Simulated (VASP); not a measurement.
Here is a VASP 6.6.1 calculation.

Contents of INCAR:

```
PREC     = Accurate       # precision mode
ENCUT    = 520            # plane-wave cutoff, eV
EDIFF    = 1E-6           # SCF threshold, eV
ISMEAR   = -1             # smearing method
SIGMA    = 0.1            # smearing width, eV
LREAL    = False          # projectors in reciprocal space
LASPH    = True           # aspherical terms in the spheres
NELM     = 80             # most SCF steps
ALGO     = Normal         # electronic algorithm
ISIF     = 2              # what is computed and relaxed
LWAVE    = False          # write WAVECAR
LCHARG   = False          # write CHGCAR
GGA      = PE             # functional
NBANDS   = 70             # bands
```

The input KPOINTS:

```
regular mesh
0
Gamma
  6 6 6
```

Contents of POSCAR:

```
Rh
1.0
    4.8856997782      0.0000000000      0.0000000000
    0.0000000000      4.8856997782      0.0000000000
    0.0000000000      0.0000000000      4.8856997782
Rh
8
Direct
    0.0000000000      1.0000000000      1.0000000000
    0.5000000000      0.5000000000      0.5000000000
    0.2500000000      1.0000000000      0.5000000000
    0.7500000000      0.0000000000      0.5000000000
    0.5000000000      0.2500000000      1.0000000000
    0.5000000000      0.7500000000      1.0000000000
    1.0000000000      0.5000000000      0.2500000000
    1.0000000000      0.5000000000      0.7500000000
```

Potentials or basis: VASP PAW PBE potentials, release 64 (Rh_pv).

The run is started by

```sh
$ cat potpaw_PBE.64/Rh_pv/POTCAR > POTCAR
$ mpirun -np 1 vasp_std > vasp.out
```

**Question.** Estimate the band gap on the k mesh.

**Answer.** Zero (band 60 reaches 11.19 eV, above the bottom of band 61 at 10.77 eV).

**Question.** What does it give for the pressure?

**Answer.** 0.0 GPa.
